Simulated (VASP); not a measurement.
BeC3, 4 atoms in the cell. Symmetry: R-3m, No. 166, trigonal system. The conventional cell has a = 5.427 Å, b = 5.427 Å, c = 5.842 Å, α = 90.00°, β = 90.00°, γ = 120.00°. Within 2.2 Å of Be (site symmetry -3m) lie 2 C at 1.63 Å. C (site symmetry -3m) has 2 C at 1.29 Å within 1.7 Å. Within 1.7 Å of C (site symmetry 3m) lie 1 C at 1.29 Å and 1 Be at 1.63 Å. 

```yaml
Program: VASP 6.6.1
Task: single point
Functional: PBE
Potentials_or_basis: VASP PAW PBE potentials, release 64 (Be, C)
Cutoff: 520 eV
k_mesh: 12 × 12 × 12
Occupations: gaussian, width 0.1 eV
Spin: no spin polarisation
Dipole_correction: no
Further_INCAR_settings: ALGO = Normal; EDIFF = 1e-06; NBANDS = 15
```

Potentials or basis: VASP PAW PBE potentials, release 64 (Be, C).

Launch:

```bash
$ cat potpaw_PBE.64/Be/POTCAR potpaw_PBE.64/C/POTCAR > POTCAR
$ mpirun -np 1 vasp_std > vasp.out
```

Hardware: 1 thread of AMD EPYC 7R13, on a shared host.

Problem. How long does it take, and how much memory?

Solution. It took 3.5 min on 1 thread of AMD EPYC 7R13, with other jobs on the host, peak memory 0.21 GiB. Counts: scf iterations 13, k points 189.
